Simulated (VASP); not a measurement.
# Co (Pm-3m) in VASP: further runs, part 2 of 2

VASP 6.6.1. The steps go on from the part before.

## 3. Single point, RPBE (volume scaled by 1.08)

Contents of INCAR:

```
  PREC = Accurate
  ENCUT = 600
  EDIFF = 1E-6
  ISMEAR = -1
  SIGMA = 0.1
  LREAL = False
  LASPH = True
  NELM = 120
  ALGO = Normal
  ISIF = 2
  LWAVE = False
  LCHARG = False
  GGA = RP
  NBANDS = 10
  GGA_COMPAT = False
```

Contents of KPOINTS:

```
Automatic mesh
0
Gamma
  15 15 15
```

Contents of POSCAR:

```
Co
1.0
    2.3656892400      0.0000000000      0.0000000000
    0.0000000000      2.3656892400      0.0000000000
    0.0000000000      0.0000000000      2.3656892400
Co
1
Direct
    0.0000000000      0.0000000000      0.0000000000
```

Potentials or basis: VASP PAW PBE potentials, release 64 (Co).

The run is started by

```console
> cat potpaw_PBE.64/Co/POTCAR > POTCAR
> mpirun -np 1 vasp_std > vasp.out
```

OUTCAR:

```text
PREC = Accurate
   ENCUT = 600
   EDIFF = 1E-6
   ISMEAR = -1
   LREAL = False
   LASPH = True
   NELM = 120
   ISIF = 2
   GGA = RP

 ion  position               nearest neighbor table
   1  0.000  0.000  0.000-

  LATTYP: Found a simple cubic cell.
 ALAT       =     2.3656892400

  Lattice vectors:

 A1 = (   2.3656892400,   0.0000000000,   0.0000000000)
 A2 = (   0.0000000000,   2.3656892400,   0.0000000000)
 A3 = (   0.0000000000,   0.0000000000,   2.3656892400)

Analysis of symmetry for initial positions (statically):
=====================================================================
 Subroutine PRICEL returns:
 Original cell was already a primitive cell.

 Routine SETGRP: Setting up the symmetry group for a
 simple cubic supercell.

 Subroutine GETGRP returns: Found 48 space group operations
 (whereof 48 operations were pure point group operations)
 out of a pool of 48 trial point group operations.

The static configuration has the point symmetry O_h .

Analysis of symmetry for dynamics (positions and initial velocities):
=====================================================================
 Subroutine PRICEL returns:
 Original cell was already a primitive cell.

 Routine SETGRP: Setting up the symmetry group for a
 simple cubic supercell.

 Subroutine GETGRP returns: Found 48 space group operations
 (whereof 48 operations were pure point group operations)
 out of a pool of 48 trial point group operations.

The dynamic configuration has the point symmetry O_h .

 Subroutine INISYM returns: Found 48 space group operations
 (whereof 48 operations are pure point group operations),
 and found     1 'primitive' translations

----------------------------------------------------------------------------------------

[... 110 lines left out ...]
     AMIX_MAG =   1.60;   BMIX_MAG =  1.00
  volume/ion in A,a.u.               =      13.24        89.34
  Fermi-wavevector in a.u.,A,eV,Ry     =   1.439455  2.720175 28.191674  2.072030
  Thomas-Fermi vector in A             =   2.558308
   LORBIT       =      0    0 simple, 1 ext, 2 COOP (PROOUT), +10 PAW based schemes
   GGA     = RP    functional components
   LHFCALC =     F    Hartree Fock is set to
   AEXX    =    0.0000 exact exchange contribution
   IVDW    =     0    specifies the selected vdW correction
   LEPSILON=     F    determine dielectric tensor
   LRPA    =     F    only Hartree local field effects (RPA)
 non-spin polarized calculation
  energy-cutoff  :      600.00
  volume of cell :       13.24
 maximum number of plane-waves:       461
 NGX is ok and might be reduce to    20
   NGX =  9   NGY =  9   NGZ =  9

 number of electron       8.9999994 magnetization

 Free energy of the ion-electron system (eV)
  ---------------------------------------------------
  ext. energy  EPLUGINS =         0.00000000
  ---------------------------------------------------
  free energy    TOTEN  =        -5.48050378 eV

  energy without entropy =       -5.37078304  energy(sigma->0) =       -5.42564341

 E-fermi :   7.6973     XC(G=0): -12.0653

 val. band max:        7.6962461597   @ k =   0.2000   0.2000   0.0000
 cond. band min:       7.7004461485   @ k =   0.1333   0.1333   0.0667
 fundamental gap:      0.0041999887
 Fermi energy:         7.6973085558

 k-point     1 :       0.0000    0.0000    0.0000
  band No.  band energies     occupation
      1       0.1482      2.00000
      2       4.6188      2.00000
      3       4.6188      2.00000
      4       8.1004      0.03491
      5       8.1004      0.03491
      6       8.1004      0.03491
      7      26.7488      0.00000
      8      26.7488      0.00000
      9      26.7488      0.00000
     10      30.4517      0.00000
[... 287 lines left out ...]
 k-point    24 :       0.3333    0.2000    0.0000
  band No.  band energies     occupation
      1       3.6923      2.00000
      2       5.2462      2.00000
      3       6.0157      2.00000
      4       7.3113      1.95874
      5       7.5010      1.75368
      6       7.8074      0.49921
      7      15.8656      0.00000
      8      23.0193      0.00000
      9      31.2225      0.00000
     10      32.1211      0.00000

 [... further k-points ...]

------------------------ aborting loop because EDIFF is reached ----------------------------------------

  FORCE on cell =-STRESS in cart. coord.  units (eV):
  Direction    XX          YY          ZZ          XY          YZ          ZX
  --------------------------------------------------------------------------------------
  -------------------------------------------------------------------------------------
  Total       -0.8981158     -0.8981158     -0.8981158     -0.0000000      0.0000000     -0.0000000
  in kB     -108.6850578   -108.6850578   -108.6850578     -0.0000000      0.0000000     -0.0000000
  external PRESSURE =    -108.6850578 kB  Pullay stress =       0.0000000 kB

 VOLUME and BASIS-vectors are now :
 -----------------------------------------------------------------------------
  energy-cutoff  :      600.00
  volume of cell :       13.24
      direct lattice vectors                 reciprocal lattice vectors
     2.365689240  0.000000000  0.000000000     0.422709789  0.000000000  0.000000000
     0.000000000  2.365689240  0.000000000     0.000000000  0.422709789  0.000000000
     0.000000000  0.000000000  2.365689240     0.000000000  0.000000000  0.422709789

 POSITION                                       TOTAL-FORCE (eV/Angst)
 -----------------------------------------------------------------------------------
      0.00000      0.00000      0.00000         0.000000      0.000000      0.000000
 -----------------------------------------------------------------------------------
    total drift:                                0.000000      0.000000      0.000000

  FREE ENERGIE OF THE ION-ELECTRON SYSTEM (eV)
  ---------------------------------------------------
  free  energy   TOTEN  =        -5.4805037791 eV

  energy  without entropy=       -5.3707830361  energy(sigma->0) =       -5.42564341
```

stdout:

```text
POSCAR found type information on POSCAR Co
 POSCAR found :  1 types and       1 ions
 scaLAPACK will be used
 -----------------------------------------------------------------------------
|                                                                             |
|                                                                             |
|     You enforced a specific xc type in the INCAR file but a different       |
|     I HOPE YOU KNOW WHAT YOU ARE DOING!                                     |
|                                                                             |
 -----------------------------------------------------------------------------

 LDA part: xc-table for (Slater+PW92), standard interpolation
 POSCAR, INCAR and KPOINTS ok, starting setup
 FFT: planning ... GRIDC
 FFT: planning ... GRID_SOFT
 FFT: planning ... GRID
 WAVECAR not read
 entering main loop
```

Run time: 12 s. Hardware: 1 thread of Intel Xeon 6975P-C, shared host; peak memory 0.14 GiB.

What came out:

- Free energy: -5.4805 eV
- Pressure: -10.9 GPa

Caveat: the cell differs from its parent crystal (volume scaled by 1.08); the PAW data sets were made with another functional, which shifts forces and pressure a little; the run has no spin polarisation, though such a crystal can be magnetic. Spin polarisation is off, so any magnetic state and its effect on volume and gap are missing.

## 4. Single point, RPBE (volume scaled by 1.12)

Contents of INCAR:

```
SYSTEM = Co
PREC = Accurate
ENCUT = 600
EDIFF = 1E-6
ISMEAR = -1
SIGMA = 0.1
LREAL = .FALSE.
LASPH = .TRUE.
NELM = 120
ALGO = Normal
ISIF = 2
LWAVE = .FALSE.
LCHARG = .FALSE.
GGA = RP
NBANDS = 10
GGA_COMPAT = .FALSE.
```

Contents of KPOINTS:

```
Automatic mesh
0
G
  15 15 15
  0 0 0
```

Contents of POSCAR:

```
Co
1.0
    2.3945419524      0.0000000000      0.0000000000
    0.0000000000      2.3945419524      0.0000000000
    0.0000000000      0.0000000000      2.3945419524
Co
1
Direct
    0.0000000000      0.0000000000      0.0000000000
```

The run is started by

```console
> cat potpaw_PBE.64/Co/POTCAR > POTCAR
> mpirun -np 1 vasp_std > vasp.out
```

It took 13 s on 1 thread of Intel Xeon 6975P-C, shared host; peak memory 0.14 GiB.

The run converged. Its results:

- Free energy: -5.4417 eV
- Pressure: -14.4 GPa

Levels at points of the mesh, in eV from the Fermi level:
| k point | band 3 | band 4 | band 5 | band 6 | band 7 | band 8 |
| --- | --- | --- | --- | --- | --- | --- |
| (0.00, 0.00, 0.00) | -2.93 | 0.38 | 0.38 | 0.38 | 18.63 | 18.63 |

Caveat: the cell differs from its parent crystal (volume scaled by 1.12); the PAW data sets were made with another functional, which shifts forces and pressure a little; the run has no spin polarisation, though such a crystal can be magnetic. Spin polarisation is off, so any magnetic state and its effect on volume and gap are missing.

## 5. Relaxation of cell and atoms, RPBE

This run uses another cell than the first one, of 11.96 Å³/atom, 0.938 times its volume.

Contents of INCAR:

```
SYSTEM = Co
  PREC = Accurate
  ENCUT = 600
  EDIFF = 1E-7
  ISMEAR = -1
  SIGMA = 0.1
  LREAL = .False.
  LASPH = .True.
  NELM = 120
  ALGO = Normal
  ISIF = 3
  LWAVE = .False.
  LCHARG = .False.
  GGA = RP
  IBRION = 2
  NSW = 80
  EDIFFG = -0.01
  GGA_COMPAT = .False.
  NELMIN = 4
```

Contents of KPOINTS:

```
regular mesh
0
Gamma
  14 14 14
  0 0 0
```

Contents of POSCAR:

```
Co
1.0
    2.2868488050      0.0000000000      0.0000000000
    0.0000000000      2.2868488050      0.0000000000
    0.0000000000      0.0000000000      2.2868488050
Co
1
Direct
    0.0000000000      0.0000000000      0.0000000000
```

The run is started by

```console
> cat potpaw_PBE.64/Co/POTCAR > POTCAR
> mpirun -np 1 vasp_std > vasp.out
```

It took 18 s on 1 thread of Intel Xeon 6975P-C, shared host; peak memory 0.13 GiB.

It converged, with:

- Free energy: -5.5197 eV
- Relaxed volume: 12.21 Å³/atom
- Relaxed cell: a = 2.303 Å, b = 2.303 Å, c = 2.303 Å, α = 90.00°, β = 90.00°, γ = 90.00°
- Space group after relaxing (to 0.05 Å): Pm-3m (No. 221)
- Energy gained by relaxing: 2.7 meV/atom
- Ionic steps: 3
- Pressure after relaxing: 0.0 GPa

Step by step:
| step | energy change (eV) | largest force (eV/Å) | pressure (GPa) | volume (Å³) |
| --- | --- | --- | --- | --- |
| 1 | 0.0000 | 0.0000 | 3.55 | 11.96 |
| 2 | -0.0008 | 0.0000 | -2.74 | 12.42 |
| 3 | -0.0027 | 0.0000 | 0.02 | 12.21 |

Final structure:
```
Co
1.0
     2.30263    0.00000    0.00000
     0.00000    2.30263    0.00000
     0.00000    0.00000    2.30263
Co
1
Direct
  0.00000 0.00000 0.00000
```

Levels at points of the mesh, in eV from the Fermi level:
```
           k point  band 1  band 2  band 3  band 4  band 5  band 6  band 7  band 8
(0.00, 0.00, 0.00)   -8.05   -3.45   -3.45    0.46    0.46    0.46   20.01   20.01
(0.50, 0.00, 0.00)   -3.75   -2.93   -1.10   -0.81   -0.81    0.57    4.70   24.10
(0.50, 0.50, 0.00)   -4.25   -2.50   -0.55   -0.55    1.32    5.51    5.51   11.76
(0.50, 0.50, 0.50)   -3.11   -3.11   -3.11    1.39    1.39   12.62   12.62   12.62
```

Caveat: the PAW data sets were made with another functional, which shifts forces and pressure a little; the run has no spin polarisation, though such a crystal can be magnetic.

## 6. Single point, RPBE

This run uses another cell than the first one, of 12.26 Å³/atom, 0.962 times its volume.

Contents of INCAR:

```
PREC = Accurate ; ENCUT = 600
EDIFF = 1E-6 ; ISMEAR = -1
SIGMA = 0.1 ; LREAL = False
LASPH = True ; NELM = 120
ALGO = Normal ; ISIF = 2
LWAVE = False ; LCHARG = True
GGA = RP ; LELF = True
LVHAR = True ; NBANDS = 10
GGA_COMPAT = False
```

Contents of KPOINTS:

```
regular mesh
0
Gamma
  22 22 22
```

Contents of POSCAR:

```
Co
1.0
    2.3057724336      0.0000000000      0.0000000000
    0.0000000000      2.3057724336      0.0000000000
    0.0000000000      0.0000000000      2.3057724336
Co
1
Direct
    0.0000000000      0.0000000000      0.0000000000
```

Potentials or basis: VASP PAW PBE potentials, release 64 (Co).

The run is started by

```console
> cat potpaw_PBE.64/Co/POTCAR > POTCAR
> mpirun -np 1 vasp_std > vasp.out
```

It took 26 s on 1 thread of Intel Xeon 6975P-C, shared host; peak memory 0.17 GiB.

It converged, with:

```yaml
Free_energy: -5.5187 eV
Pressure: -0.6 GPa
```

Levels at points of the mesh, in eV from the Fermi level:
| k point | band 1 | band 2 | band 3 | band 4 | band 5 | band 6 | band 7 | band 8 | band 9 | band 10 |
| --- | --- | --- | --- | --- | --- | --- | --- | --- | --- | --- |
| (0.00, 0.00, 0.00) | -8.02 | -3.43 | -3.43 | 0.46 | 0.46 | 0.46 | 19.97 | 19.97 | 19.97 | 23.87 |
| (0.50, 0.00, 0.00) | -3.73 | -2.91 | -1.09 | -0.80 | -0.80 | 0.57 | 4.68 | 24.06 | 26.92 | 27.78 |
| (0.50, 0.50, 0.00) | -4.22 | -2.48 | -0.54 | -0.54 | 1.32 | 5.50 | 5.50 | 11.73 | 12.77 | 31.21 |
| (0.50, 0.50, 0.50) | -3.09 | -3.09 | -3.09 | 1.38 | 1.38 | 12.58 | 12.58 | 12.58 | 13.33 | 17.58 |

Caveat: the PAW data sets were made with another functional, which shifts forces and pressure a little; the run has no spin polarisation, though such a crystal can be magnetic. Spin polarisation is off, so any magnetic state and its effect on volume and gap are missing.

## 7. Overview

| task | cell | k mesh | gap on the mesh (eV) | pressure (GPa) |
| --- | --- | --- | --- | --- |
| single point | a = 2.336 Å, 1 atom | 15 × 15 × 15 | none | -6.3 |
| single point | a = 2.366 Å, 1 atom | 15 × 15 × 15 | none | -10.9 |
| single point | a = 2.395 Å, 1 atom | 15 × 15 × 15 | none | -14.4 |
| relaxation of cell and atoms | relaxed from a = 2.287 Å, 1 atom | 14 × 14 × 14 | none | 0.0 |
| single point | a = 2.306 Å, 1 atom | 22 × 22 × 22 | none | -0.6 |

Alike in all rows: level RPBE; potentials or basis VASP PAW PBE potentials, release 64 (Co); no spin polarisation; cutoff (eV) 600; smearing fermi-dirac 0.1 eV.

Caveats: the PAW data sets were made with another functional, which shifts forces and pressure a little; the run has no spin polarisation, though such a crystal can be magnetic.

Total energies depend on the potentials used, so only differences within one code and one set of settings carry meaning.
